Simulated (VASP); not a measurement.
# Ta (a cell with a defect) in VASP: single point with PBE

Aim: the single point of Ta (a cell with a defect) with PBE.

Program: VASP 6.6.1. These are calculated values, not measurements. Logs are shortened: lines on timing, memory, paths and dates and some standing lists are left out, and cuts for length are marked.

## 1. The cell of the first run

The cell holds a defect, 11 atoms: a = 8.580 Å, b = 5.720 Å, c = 5.720 Å, α = 109.47°, β = 109.47°, γ = 109.47°.

## 2. Single point, PBE

Input file INCAR:

```
PREC = Accurate
ENCUT = 400
EDIFF = 1E-6
ISMEAR = -1
SIGMA = 0.02
LREAL = F
LASPH = T
NELM = 120
ALGO = Normal
ISIF = 2
LWAVE = F
LCHARG = T
GGA = PE
LELF = T
LVHAR = T
NBANDS = 72
GGA_COMPAT = F
```

Input file KPOINTS:

```
regular mesh
0
Gamma
  2 3 3
```

Input file POSCAR:

```
Ta
1.0
   -4.9538400000      4.9538400000      4.9538400000
    3.3025600000     -3.3025600000      3.3025600000
    3.3025600000      3.3025600000     -3.3025600000
Ta
11
Direct
    0.0000000000      0.0000000000      0.5000000000
    0.0000000000      0.5000000000      0.0000000000
    0.0000000000      0.5000000000      0.5000000000
    0.3333333333      0.0000000000      0.0000000000
    0.3333333333      0.0000000000      0.5000000000
    0.3333333333      0.5000000000      0.0000000000
    0.3333333333      0.5000000000      0.5000000000
    0.6666666667      0.0000000000      0.0000000000
    0.6666666667      0.0000000000      0.5000000000
    0.6666666667      0.5000000000      0.0000000000
    0.6666666667      0.5000000000      0.5000000000
```

Potentials or basis: VASP PAW PBE potentials, release 64 (Ta_pv).

Run with:

```console
$ cat potpaw_PBE.64/Ta_pv/POTCAR > POTCAR
$ mpirun -np 1 vasp_std > vasp.out
```

OUTCAR:

```text
PREC = Accurate
   ENCUT = 400
   EDIFF = 1E-6
   ISMEAR = -1
   LREAL = F
   LASPH = T
   NELM = 120
   ISIF = 2
   GGA = PE

 ion  position               nearest neighbor table
   1  0.000  0.000  0.500-   5 2.86   9 2.86   6 2.86  10 2.86   3 2.86   3 2.86   8 3.30   7 3.30
                            11 3.30   4 3.30   2 3.30   2 3.30
   2  0.000  0.500  0.000-   6 2.86  10 2.86   5 2.86   9 2.86   3 2.86   3 2.86   7 3.30  11 3.30
                             8 3.30   4 3.30   1 3.30   1 3.30
   3  0.000  0.500  0.500-   7 2.86  11 2.86   4 2.86   8 2.86   1 2.86   2 2.86   1 2.86   2 2.86
                            10 3.30   6 3.30   9 3.30   5 3.30
   4  0.333  0.000  0.000-   3 2.86   6 2.86   5 2.86   6 2.86   5 2.86  11 2.86   8 2.86   1 3.30
                             2 3.30   7 3.30   7 3.30  10 3.30   9 3.30
   5  0.333  0.000  0.500-   1 2.86   2 2.86   7 2.86   4 2.86   7 2.86   4 2.86  10 2.86   9 2.86
                             3 3.30   6 3.30   6 3.30  11 3.30   8 3.30
   6  0.333  0.500  0.000-   2 2.86   1 2.86   7 2.86   7 2.86   4 2.86   4 2.86   9 2.86  10 2.86
                             3 3.30   5 3.30   5 3.30  11 3.30   8 3.30
   7  0.333  0.500  0.500-   3 2.86   5 2.86   6 2.86   6 2.86   5 2.86   8 2.86  11 2.86   1 3.30
                             2 3.30   4 3.30   4 3.30   9 3.30  10 3.30
   8  0.667  0.000  0.000-   3 2.86   9 2.86  10 2.86   9 2.86  10 2.86   7 2.86   4 2.86   2 3.30
                             1 3.30  11 3.30  11 3.30   6 3.30   5 3.30
   9  0.667  0.000  0.500-   1 2.86   2 2.86   8 2.86  11 2.86   8 2.86  11 2.86   6 2.86   5 2.86
                             3 3.30  10 3.30  10 3.30   7 3.30   4 3.30
  10  0.667  0.500  0.000-   2 2.86   1 2.86   8 2.86  11 2.86  11 2.86   8 2.86   5 2.86   6 2.86
                             3 3.30   9 3.30   9 3.30   4 3.30   7 3.30
  11  0.667  0.500  0.500-   3 2.86   9 2.86  10 2.86  10 2.86   9 2.86   4 2.86   7 2.86   2 3.30
                             1 3.30   8 3.30   8 3.30   5 3.30   6 3.30

  LATTYP: Found a base centered monoclinic cell.
 ALAT       =     6.6051200000
 B/A-ratio  =     1.4142135624
 C/A-ratio  =     1.0897247359
 COS(beta)  =    -0.2294157339

  Lattice vectors:

 A1 = (  -3.3025600000,   3.3025600000,  -3.3025600000)
 A2 = (  -3.3025600000,  -3.3025600000,   3.3025600000)
 A3 = (   1.6512800000,   4.9538400000,   4.9538400000)

Analysis of symmetry for initial positions (statically):
=====================================================================
 Subroutine PRICEL returns:
 Original cell was already a primitive cell.

 Routine SETGRP: Setting up the symmetry group for a
 base centered monoclinic supercell.

 Subroutine GETGRP returns: Found  4 space group operations
 (whereof  4 operations were pure point group operations)
 out of a pool of  4 trial point group operations.

The static configuration has the point symmetry C_2h.

Analysis of symmetry for dynamics (positions and initial velocities):
=====================================================================
 Subroutine PRICEL returns:
 Original cell was already a primitive cell.

 Routine SETGRP: Setting up the symmetry group for a
 base centered monoclinic supercell.

 Subroutine GETGRP returns: Found  4 space group operations
 (whereof  4 operations were pure point group operations)
 out of a pool of  4 trial point group operations.

The dynamic configuration has the point symmetry C_2h.

 Subroutine INISYM returns: Found  4 space group operations
 (whereof  4 operations are pure point group operations),
 and found     1 'primitive' translations

----------------------------------------------------------------------------------------

                                     Primitive cell

  volume of cell :     216.1242

  direct lattice vectors                    reciprocal lattice vectors
    -4.953840000  4.953840000  4.953840000     0.000000000  0.100931802  0.100931802
     3.302560000 -3.302560000  3.302560000     0.151397704  0.000000000  0.151397704
     3.302560000  3.302560000 -3.302560000     0.151397704  0.151397704  0.000000000

  length of vectors
     8.580302573  5.720201715  5.720201715     0.142739124  0.214108686  0.214108686

  position of ions in fractional coordinates (direct lattice)
     0.000000000  0.000000000  0.500000000
     0.000000000  0.500000000  0.000000000
     0.000000000  0.500000000  0.500000000
     0.333333333  0.000000000  0.000000000
     0.333333333  0.000000000  0.500000000
[... 56 lines left out ...]
|                                                                             |
|     Results are often still useful ...                                      |
|                                                                             |
 -----------------------------------------------------------------------------

 Subroutine IBZKPT returns following result:
 ===========================================

 Found      8 irreducible k-points:

 Following reciprocal coordinates:
            Coordinates               Weight
  0.000000  0.000000  0.000000      1.000000
  0.500000  0.000000  0.000000      1.000000
  0.000000  0.333333  0.000000      4.000000
  0.500000  0.333333  0.000000      4.000000
  0.000000  0.333333  0.333333      2.000000
  0.500000  0.333333  0.333333      2.000000
  0.000000 -0.333333  0.333333      2.000000
  0.500000 -0.333333  0.333333      2.000000
   k-points           NKPTS =      8   k-points in BZ     NKDIM =      8   number of bands    NBANDS=     72
   number of dos      NEDOS =    301   number of ions     NIONS =     11
   total plane-waves  NPLWV =  89600
   dimension x,y,z NGX =    56 NGY =   40 NGZ =   40
   dimension x,y,z NGXF=   112 NGYF=   80 NGZF=   80
   ions per type =              11
   NGX,Y,Z   is equivalent  to a cutoff of  10.85, 11.63, 11.63 a.u.
   NGXF,Y,Z  is equivalent  to a cutoff of  21.70, 23.25, 23.25 a.u.
 SYSTEM =  unknown system
   PREC   = accura    normal or accurate (medium, high low for compatibility)
   ISTART =      0    job   : 0-new  1-cont  2-samecut
   ICHARG =      2    charge: 1-file 2-atom 10-const
   ISPIN  =      1    spin polarized calculation?
   LNONCOLLINEAR =      F non collinear calculations
   LSORBIT =      F    spin-orbit coupling
   LASPH  =      T    aspherical Exc in radial PAW
   ENCUT  =  400.0 eV  29.40 Ry    5.42 a.u.  13.99  9.33  9.33*2*pi/ulx,y,z
   NELM   =    120;   NELMIN=  2; NELMDL= -5     # of ELM steps
   EDIFF  = 0.1E-05   stopping-criterion for ELM
   LREAL  =      F    real-space projection
   EDIFFG = 0.1E-04   stopping-criterion for IOM
   NSW    =      0    number of steps for IOM
   IBRION =     -1    ionic relax: 0-MD 1-quasi-New 2-CG
   NFREE  =      0    steps in history (QN), initial steepest desc. (CG)
   ISIF   =      2    stress and relaxation
   ISYM   =      2    0-nonsym 1-usesym 2-fastsym
   POTIM  = 0.5000    time-step for ionic-motion
   TEBEG  =    0.0;   TEEND  =   0.0 temperature during run
   PSTRESS=    0.0 pullay stress
   NELECT =     121.0000    total number of electrons
   NUPDOWN=      -1.0000    fix difference up-down
   EMIN   =  10.00;   EMAX   =-10.00  energy-range for DOS
   EFERMI =   0.00;   METHOD = LEGACY
   ISMEAR =    -1;   SIGMA  =   0.02  broadening in eV -4-tet -1-fermi 0-gaus
   EFERMI_NEDOS =   21; number of points for ismear=-14 and -15
   IALGO  =     38    algorithm
   IMIX   =      4    mixing-type and parameters
     AMIX     =   0.40;   BMIX     =  1.00
     AMIX_MAG =   1.60;   BMIX_MAG =  1.00
  volume/ion in A,a.u.               =      19.65       132.59
  Fermi-wavevector in a.u.,A,eV,Ry     =   1.349280  2.549770 24.770183  1.820557
  Thomas-Fermi vector in A             =   2.476880
   LORBIT       =      0    0 simple, 1 ext, 2 COOP (PROOUT), +10 PAW based schemes
   GGA     = PE    functional components
   LHFCALC =     F    Hartree Fock is set to
   AEXX    =    0.0000 exact exchange contribution
   IVDW    =     0    specifies the selected vdW correction
   LEPSILON=     F    determine dielectric tensor
   LRPA    =     F    only Hartree local field effects (RPA)
 non-spin polarized calculation
  energy-cutoff  :      400.00
  volume of cell :      216.12
 maximum number of plane-waves:      3972
 NGX is ok and might be reduce to    56
   NGX = 27   NGY = 19   NGZ = 19

 number of electron     121.0000025 magnetization

 Free energy of the ion-electron system (eV)
  ---------------------------------------------------
  ext. energy  EPLUGINS =         0.00000000
  ---------------------------------------------------
  free energy    TOTEN  =      -126.13860913 eV

  energy without entropy =     -126.09778429  energy(sigma->0) =     -126.11819671

 E-fermi :   4.8269     XC(G=0): -12.0718

 val. band max:        4.8166489354   @ k =   0.5000   0.0000   0.0000
 cond. band min:       4.8296100674   @ k =   0.0000   0.0000   0.0000
 fundamental gap:      0.0129611320
 Fermi energy:         4.8268547046

 k-point     1 :       0.0000    0.0000    0.0000
  band No.  band energies     occupation
      1     -29.5410      2.00000
      2     -29.5137      2.00000
      3     -29.5064      2.00000
      4     -29.4701      2.00000
      5     -29.4225      2.00000
      6     -29.3613      2.00000
[... 589 lines left out ...]
     71       6.8240      0.00000
     72       6.9313      0.00000

------------------------ aborting loop because EDIFF is reached ----------------------------------------

  FORCE on cell =-STRESS in cart. coord.  units (eV):
  Direction    XX          YY          ZZ          XY          YZ          ZX
  --------------------------------------------------------------------------------------
  -------------------------------------------------------------------------------------
  Total       -3.4614847     -2.0589500     -2.0589500     -0.0640468     -0.9053295     -0.0640469
  in kB      -25.6607652    -15.2634598    -15.2634598     -0.4747933     -6.7114114     -0.4747938
  external PRESSURE =     -18.7292283 kB  Pullay stress =       0.0000000 kB

 VOLUME and BASIS-vectors are now :
 -----------------------------------------------------------------------------
  energy-cutoff  :      400.00
  volume of cell :      216.12
      direct lattice vectors                 reciprocal lattice vectors
    -4.953840000  4.953840000  4.953840000     0.000000000  0.100931802  0.100931802
     3.302560000 -3.302560000  3.302560000     0.151397704  0.000000000  0.151397704
     3.302560000  3.302560000 -3.302560000     0.151397704  0.151397704  0.000000000

 POSITION                                       TOTAL-FORCE (eV/Angst)
 -----------------------------------------------------------------------------------
      1.65128      1.65128     -1.65128         0.000000     -0.000000      0.000000
      1.65128     -1.65128      1.65128         0.000000      0.000000      0.000000
      3.30256      0.00000      0.00000         0.000000     -0.000000      0.000000
     -1.65128      1.65128      1.65128         0.079588     -0.298625     -0.298625
      0.00000      3.30256     -0.00000         0.037068      0.494801     -0.196001
      0.00000     -0.00000      3.30256         0.037068     -0.196001      0.494801
      1.65128      1.65128      1.65128        -0.142508     -0.169584     -0.169584
     -3.30256      3.30256      3.30256        -0.079588      0.298625      0.298625
     -1.65128      4.95384      1.65128        -0.037068     -0.494801      0.196001
     -1.65128      1.65128      4.95384        -0.037068      0.196001     -0.494801
     -0.00000      3.30256      3.30256         0.142508      0.169584      0.169584
 -----------------------------------------------------------------------------------
    total drift:                               -0.000000      0.000000      0.000000

  FREE ENERGIE OF THE ION-ELECTRON SYSTEM (eV)
  ---------------------------------------------------
  free  energy   TOTEN  =      -126.1386091264 eV

  energy  without entropy=     -126.0977842917  energy(sigma->0) =     -126.11819671
```

It took 2.8 min on 1 thread of Intel Xeon Platinum 8375C at 2.90GHz (Ice Lake), shared host; peak memory 0.29 GiB.

Results:

```yaml
Free_energy: -126.1386 eV
Pressure: -1.9 GPa
Largest_force: 0.533 eV/Å
Band_gap_on_the_k_mesh: zero (an odd number of electrons rules out a gap without spin polarisation)
```

Forces in eV/Å, atoms in the order of the input:
```
Ta   0.000  0.000  0.000
Ta   0.000  0.000  0.000
Ta   0.000  0.000  0.000
Ta   0.080 -0.299 -0.299
Ta   0.037  0.495 -0.196
Ta   0.037 -0.196  0.495
Ta  -0.143 -0.170 -0.170
Ta  -0.080  0.299  0.299
Ta  -0.037 -0.495  0.196
Ta  -0.037  0.196 -0.495
Ta   0.143  0.170  0.170
```

Stress tensor (GPa, compression positive):
```
-2.57 -0.05 -0.05
-0.05 -1.53 -0.67
-0.05 -0.67 -1.53
```

Caveat: the k points lie up to 0.45 Å⁻¹ apart, too coarse for converged energies and pressures of a metal; spin-orbit coupling is left out, which moves the levels of the heavy elements.
